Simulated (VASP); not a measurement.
# Si7P (R-3m) in VASP: notebook

Si7P is run at these levels: PBE; tasks: single point, relaxation of cell and atoms.

All numbers are computed with VASP 6.6.1; they aren't measurements. Logs are shortened: lines on timing, memory, paths and dates and some standing lists are left out, and cuts for length are marked.

### 1 The cell of the first run

Symmetry: R-3m, No. 166, trigonal system. Conventional cell: a = 7.627 Å, b = 7.627 Å, c = 19.269 Å, α = 90.00°, β = 90.00°, γ = 120.00°. Si (site symmetry 3m) has 4 Si at 2.34 to 2.37 Å within 3.1 Å. Within 3.1 Å of Si (site symmetry m) lie 4 Si at 2.34 to 2.38 Å. Si (site symmetry m) has 1 P at 2.31 Å and 3 Si at 2.34 to 2.37 Å within 3.1 Å. P (site symmetry 3m) has 3 Si at 2.31 Å and 1 P at 2.66 Å within 3.1 Å.

### 2 Single point, PBE

Input file INCAR:

```
SYSTEM = Si7P
PREC = Accurate ; ENCUT = 520
EDIFF = 1E-7 ; ISMEAR = 0
SIGMA = 0.2 ; LREAL = Auto
LASPH = .True. ; NELM = 100
ALGO = Normal ; ISIF = 2
LWAVE = .False. ; LCHARG = .True.
GGA = PE ; LELF = .True.
LVHAR = .True. ; NBANDS = 47
```

Input file KPOINTS:

```
Automatic mesh
0
Gamma
  3 3 3
  0 0 0
```

Input file POSCAR:

```
Si7P
1.0
    3.8134287689      2.2016841245      6.4229261614
   -3.8134287689      2.2016841245      6.4229261614
    0.0000000000     -4.4033682542      6.4229261597
Si P
14 2
Direct
    0.4383725854      0.4383725854      0.4383725854
    0.5616274146      0.5616274146      0.5616274146
    0.4392611155      0.9363398480      0.4392611155
    0.5607388845      0.0636601520      0.5607388845
    0.4392611155      0.4392611155      0.9363398480
    0.5607388845      0.5607388845      0.0636601520
    0.0605791212      0.0605791212      0.5610686670
    0.5610686670      0.0605791212      0.0605791212
    0.0605791212      0.5610686670      0.0605791212
    0.9394208788      0.9394208788      0.4389313330
    0.4389313330      0.9394208788      0.9394208788
    0.9394208788      0.4389313330      0.9394208788
    0.0636601520      0.5607388845      0.5607388845
    0.9363398480      0.4392611155      0.4392611155
    0.9309421692      0.9309421692      0.9309421692
    0.0690578308      0.0690578308      0.0690578308
```

Potentials or basis: VASP PAW PBE potentials, release 64 (Si, P).

Command:

```sh
> cat potpaw_PBE.64/Si/POTCAR potpaw_PBE.64/P/POTCAR > POTCAR
> mpirun -np 1 vasp_std > vasp.out
```

OUTCAR:

```text
SYSTEM = Si7P
   PREC = Accurate
   ENCUT = 520
   EDIFF = 1E-7
   ISMEAR = 0
   LREAL = Auto
   LASPH = .True.
   NELM = 100
   ISIF = 2
   GGA = PE

 ion  position               nearest neighbor table
   1  0.438  0.438  0.438-   6 2.34   4 2.34  13 2.34   2 2.37
   2  0.562  0.562  0.562-   5 2.34   3 2.34  14 2.34   1 2.37
   3  0.439  0.936  0.439-   2 2.34   8 2.37   7 2.37   4 2.38
   4  0.561  0.064  0.561-   1 2.34  11 2.37  10 2.37   3 2.38
   5  0.439  0.439  0.936-   2 2.34   8 2.37   9 2.37   6 2.38
   6  0.561  0.561  0.064-   1 2.34  11 2.37  12 2.37   5 2.38
[... 8 lines left out ...]
  15  0.931  0.931  0.931-   7 2.31   8 2.31   9 2.31  16 2.66
  16  0.069  0.069  0.069-  10 2.31  11 2.31  12 2.31  15 2.66

  LATTYP: Found a trigonal (rhomboedric) cell.
 ALAT       =     7.7874021621
 COS(alpha) =     0.5204034326

  Lattice vectors:

 A1 = (   3.8134287689,   2.2016841245,   6.4229261614)
 A2 = (  -3.8134287689,   2.2016841245,   6.4229261614)
 A3 = (   0.0000000000,  -4.4033682542,   6.4229261597)

Analysis of symmetry for initial positions (statically):
=====================================================================
 Subroutine PRICEL returns:
 Original cell was already a primitive cell.

 Routine SETGRP: Setting up the symmetry group for a
 trigonal (rhombohedral) supercell.

 Subroutine GETGRP returns: Found 12 space group operations
 (whereof 12 operations were pure point group operations)
 out of a pool of 12 trial point group operations.

The static configuration has the point symmetry D_3d.

Analysis of symmetry for dynamics (positions and initial velocities):
=====================================================================
 Subroutine PRICEL returns:
 Original cell was already a primitive cell.

 Routine SETGRP: Setting up the symmetry group for a
 trigonal (rhombohedral) supercell.

 Subroutine GETGRP returns: Found 12 space group operations
 (whereof 12 operations were pure point group operations)
 out of a pool of 12 trial point group operations.

The dynamic configuration has the point symmetry D_3d.

 Subroutine INISYM returns: Found 12 space group operations
 (whereof 12 operations are pure point group operations),
 and found     1 'primitive' translations

----------------------------------------------------------------------------------------

                                     Primitive cell

  volume of cell :     323.5600

  direct lattice vectors                    reciprocal lattice vectors
     3.813428769  2.201684124  6.422926161     0.131115600  0.075699627  0.051897426
    -3.813428769  2.201684124  6.422926161    -0.131115600  0.075699627  0.051897426
     0.000000000 -4.403368254  6.422926160     0.000000000 -0.151399254  0.051897426

  length of vectors
     7.787402162  7.787402162  7.787402162     0.160047108  0.160047108  0.160047108

  position of ions in fractional coordinates (direct lattice)
     0.438372585  0.438372585  0.438372585
     0.561627415  0.561627415  0.561627415
     0.439261116  0.936339848  0.439261116
     0.560738884  0.063660152  0.560738884
     0.439261116  0.439261116  0.936339848
     0.560738884  0.560738884  0.063660152
[... 8 lines left out ...]
     0.930942169  0.930942169  0.930942169
     0.069057831  0.069057831  0.069057831

  ion indices of the primitive-cell ions
   primitive index   ion index
                 1           1
                 2           2
                 3           3
                 4           4
                 5           5
                 6           6
[... 8 lines left out ...]
                15          15
                16          16

----------------------------------------------------------------------------------------

 KPOINTS: Automatic mesh

Automatic generation of k-mesh.
 Grid dimensions read from file:
 generate k-points for:    3    3    3

 Generating k-lattice:

  Cartesian coordinates                     Fractional coordinates (reciprocal lattice)
     0.043705200  0.025233209  0.017299142     0.333333333 -0.000000000  0.000000000
    -0.043705200  0.025233209  0.017299142    -0.000000000  0.333333333  0.000000000
     0.000000000 -0.050466418  0.017299142    -0.000000000 -0.000000000  0.333333333

  Length of vectors
     0.053349036  0.053349036  0.053349036

  Shift w.r.t. Gamma in fractional coordinates (k-lattice)
     0.000000000  0.000000000  0.000000000

 Subroutine IBZKPT returns following result:
 ===========================================

 Found      6 irreducible k-points:

 Following reciprocal coordinates:
            Coordinates               Weight
  0.000000  0.000000  0.000000      1.000000
  0.333333 -0.000000 -0.000000      6.000000
  0.333333  0.333333 -0.000000      6.000000
 -0.333333  0.333333  0.000000      6.000000
  0.333333  0.333333  0.333333      2.000000
 -0.333333  0.333333  0.333333      6.000000
   k-points           NKPTS =      6   k-points in BZ     NKDIM =      6   number of bands    NBANDS=     47
   number of dos      NEDOS =    301   number of ions     NIONS =     16
   total plane-waves  NPLWV = 216000
   dimension x,y,z NGX =    60 NGY =   60 NGZ =   60
   dimension x,y,z NGXF=   120 NGYF=  120 NGZF=  120
   ions per type =              14   2
   NGX,Y,Z   is equivalent  to a cutoff of  12.81, 12.81, 12.81 a.u.
   NGXF,Y,Z  is equivalent  to a cutoff of  25.62, 25.62, 25.62 a.u.
 SYSTEM =  Si7P
   PREC   = accura    normal or accurate (medium, high low for compatibility)
   ISTART =      0    job   : 0-new  1-cont  2-samecut
   ICHARG =      2    charge: 1-file 2-atom 10-const
   ISPIN  =      1    spin polarized calculation?
   LNONCOLLINEAR =      F non collinear calculations
   LSORBIT =      F    spin-orbit coupling
   LASPH  =      T    aspherical Exc in radial PAW
   ENCUT  =  520.0 eV  38.22 Ry    6.18 a.u.  14.48 14.48 14.48*2*pi/ulx,y,z
   NELM   =    100;   NELMIN=  2; NELMDL= -5     # of ELM steps
   EDIFF  = 0.1E-06   stopping-criterion for ELM
   LREAL  =      T    real-space projection
   EDIFFG = 0.1E-05   stopping-criterion for IOM
   NSW    =      0    number of steps for IOM
   IBRION =     -1    ionic relax: 0-MD 1-quasi-New 2-CG
   NFREE  =      0    steps in history (QN), initial steepest desc. (CG)
   ISIF   =      2    stress and relaxation
   ISYM   =      2    0-nonsym 1-usesym 2-fastsym
   POTIM  = 0.5000    time-step for ionic-motion
   TEBEG  =    0.0;   TEEND  =   0.0 temperature during run
   PSTRESS=    0.0 pullay stress
   NELECT =      66.0000    total number of electrons
   NUPDOWN=      -1.0000    fix difference up-down
   EMIN   =  10.00;   EMAX   =-10.00  energy-range for DOS
   EFERMI =   0.00;   METHOD = LEGACY
   ISMEAR =     0;   SIGMA  =   0.20  broadening in eV -4-tet -1-fermi 0-gaus
   EFERMI_NEDOS =   21; number of points for ismear=-14 and -15
   IALGO  =     38    algorithm
   IMIX   =      4    mixing-type and parameters
     AMIX     =   0.40;   BMIX     =  1.00
     AMIX_MAG =   1.60;   BMIX_MAG =  1.00
  volume/ion in A,a.u.               =      20.22       136.47
  Fermi-wavevector in a.u.,A,eV,Ry     =   0.963691  1.821112 12.635739  0.928701
  Thomas-Fermi vector in A             =   2.093258
   LORBIT       =      0    0 simple, 1 ext, 2 COOP (PROOUT), +10 PAW based schemes
   GGA     = PE    functional components
   LHFCALC =     F    Hartree Fock is set to
   AEXX    =    0.0000 exact exchange contribution
   IVDW    =     0    specifies the selected vdW correction
   LEPSILON=     F    determine dielectric tensor
   LRPA    =     F    only Hartree local field effects (RPA)
 non-spin polarized calculation
 Gauss-broadening in eV      SIGMA  =   0.20
  energy-cutoff  :      520.00
  volume of cell :      323.56
 maximum number of plane-waves:      8730
 NGX is ok and might be reduce to    60
   NGX = 29   NGY = 29   NGZ = 29

 number of electron      66.0000000 magnetization

 Free energy of the ion-electron system (eV)
  ---------------------------------------------------
  ext. energy  EPLUGINS =         0.00000000
  ---------------------------------------------------
  free energy    TOTEN  =       -86.14769265 eV

  energy without entropy =      -86.08830786  energy(sigma->0) =      -86.11800025

 E-fermi :   6.5076     XC(G=0):  -9.4038

 val. band max:        6.3372653288   @ k =   0.0000   0.0000   0.0000
 cond. band min:       6.5137901074   @ k =   0.0000   0.0000   0.0000
 fundamental gap:      0.1765247786
 Fermi energy:         6.5075681982

 k-point     1 :       0.0000    0.0000    0.0000
  band No.  band energies     occupation
      1      -6.9172      2.00000
      2      -5.3727      2.00000
      3      -4.8892      2.00000
      4      -3.9354      2.00000
      5      -3.9354      2.00000
      6      -3.2425      2.00000
[... 37 lines left out ...]
     44       8.1331      0.00000
     45       8.1331      0.00000

 k-point     2 :       0.3333   -0.0000   -0.0000
  band No.  band energies     occupation
      1      -6.6855      2.00000
      2      -5.5466      2.00000
      3      -5.0562      2.00000
      4      -4.2583      2.00000
      5      -3.8063      2.00000
      6      -3.5472      2.00000
[... 37 lines left out ...]
     44       8.5159      0.00000
     45       8.7918      0.00000

 k-point     3 :       0.3333    0.3333   -0.0000
  band No.  band energies     occupation
      1      -6.5918      2.00000
      2      -5.6770      2.00000
      3      -4.8891      2.00000
      4      -4.2971      2.00000
      5      -4.1629      2.00000
      6      -4.1408      2.00000
[... 37 lines left out ...]
     44       8.9965      0.00000
     45       9.3077      0.00000

 k-point     4 :      -0.3333    0.3333    0.0000
  band No.  band energies     occupation
      1      -6.4596      2.00000
      2      -5.6949      2.00000
      3      -5.1098      2.00000
      4      -4.6260      2.00000
      5      -4.2241      2.00000
      6      -3.4740      2.00000
[... 37 lines left out ...]
     44       9.0507      0.00000
     45       9.4311      0.00000

 k-point     5 :       0.3333    0.3333    0.3333
  band No.  band energies     occupation
      1      -6.6445      2.00000
      2      -5.9046      2.00000
      3      -4.6800      2.00000
      4      -3.8802      2.00000
      5      -3.7930      2.00000
      6      -3.7930      2.00000
[... 37 lines left out ...]
     44       8.6764      0.00000
     45       8.6764      0.00000

 k-point     6 :      -0.3333    0.3333    0.3333
  band No.  band energies     occupation
      1      -6.4021      2.00000
      2      -5.9341      2.00000
      3      -5.0336      2.00000
      4      -4.3170      2.00000
      5      -3.9949      2.00000
      6      -3.8801      2.00000
[... 37 lines left out ...]
     44       9.2093      0.00000
     45       9.2323      0.00000
 [bands above 45 left out]

------------------------ aborting loop because EDIFF is reached ----------------------------------------

  FORCE on cell =-STRESS in cart. coord.  units (eV):
  Direction    XX          YY          ZZ          XY          YZ          ZX
  --------------------------------------------------------------------------------------
  -------------------------------------------------------------------------------------
  Total       -0.6269589     -0.6269589     -0.4627971      0.0000000     -0.0000000      0.0000000
  in kB       -3.1045226     -3.1045226     -2.2916399      0.0000000     -0.0000000      0.0000000
  external PRESSURE =      -2.8335617 kB  Pullay stress =       0.0000000 kB

 VOLUME and BASIS-vectors are now :
 -----------------------------------------------------------------------------
  energy-cutoff  :      520.00
  volume of cell :      323.56
      direct lattice vectors                 reciprocal lattice vectors
     3.813428769  2.201684124  6.422926161     0.131115600  0.075699627  0.051897426
    -3.813428769  2.201684124  6.422926161    -0.131115600  0.075699627  0.051897426
     0.000000000 -4.403368254  6.422926160     0.000000000 -0.151399254  0.051897426

 POSITION                                       TOTAL-FORCE (eV/Angst)
 -----------------------------------------------------------------------------------
      0.00000     -0.00000      8.44690         0.000000     -0.000000      0.007445
      0.00000     -0.00000     10.82187         0.000000      0.000000     -0.007445
     -1.89557      1.09441     11.65673        -0.012644      0.007300      0.001264
      1.89557     -1.09441      7.61205         0.012644     -0.007300     -0.001264
      0.00000     -2.18882     11.65673         0.000000     -0.014600      0.001264
      0.00000      2.18882      7.61205         0.000000      0.014600     -0.001264
[... 8 lines left out ...]
      0.00000     -0.00000     17.93812         0.000000      0.000000     -0.006171
      0.00000     -0.00000      1.33066         0.000000     -0.000000      0.006171
 -----------------------------------------------------------------------------------
    total drift:                               -0.000000      0.000000     -0.000000

  FREE ENERGIE OF THE ION-ELECTRON SYSTEM (eV)
  ---------------------------------------------------
  free  energy   TOTEN  =       -86.1476926480 eV

  energy  without entropy=      -86.0883078589  energy(sigma->0) =      -86.11800025
```

Wall time 84 s (1 thread of Intel Xeon 6975P-C (Granite Rapids), shared host); peak memory 0.47 GiB.

What came out:

* Free energy: -86.1477 eV
* Pressure: -0.3 GPa
* Largest force: 0.037 eV/Å
* Band gap on the k mesh: zero (bands 33 and 34 overlap by 0.56 eV)

Forces in eV/Å, atoms in the order of the input:
```
Si   0.000  0.000  0.007
Si   0.000  0.000 -0.007
Si  -0.013  0.007  0.001
Si   0.013 -0.007 -0.001
Si   0.000 -0.015  0.001
Si   0.000  0.015 -0.001
Si   0.000 -0.033  0.017
Si   0.029  0.017  0.017
Si  -0.029  0.017  0.017
Si   0.000  0.033 -0.017
Si  -0.029 -0.017 -0.017
Si   0.029 -0.017 -0.017
Si  -0.013 -0.007 -0.001
Si   0.013  0.007  0.001
P    0.000  0.000 -0.006
P    0.000  0.000  0.006
```

Levels at points of the mesh, in eV from the Fermi level:
```
           k point  band 29  band 30  band 31  band 32  band 33  band 34  band 35  band 36  band 37  band 38
(0.00, 0.00, 0.00)    -1.97    -1.63    -1.15    -0.98    -0.98    -0.37    -0.17    -0.17     0.01     0.01
```

(Part 1 of 2 ends here.)

The gap in the log of VASP goes by the Fermi energy; the results here count the filled bands.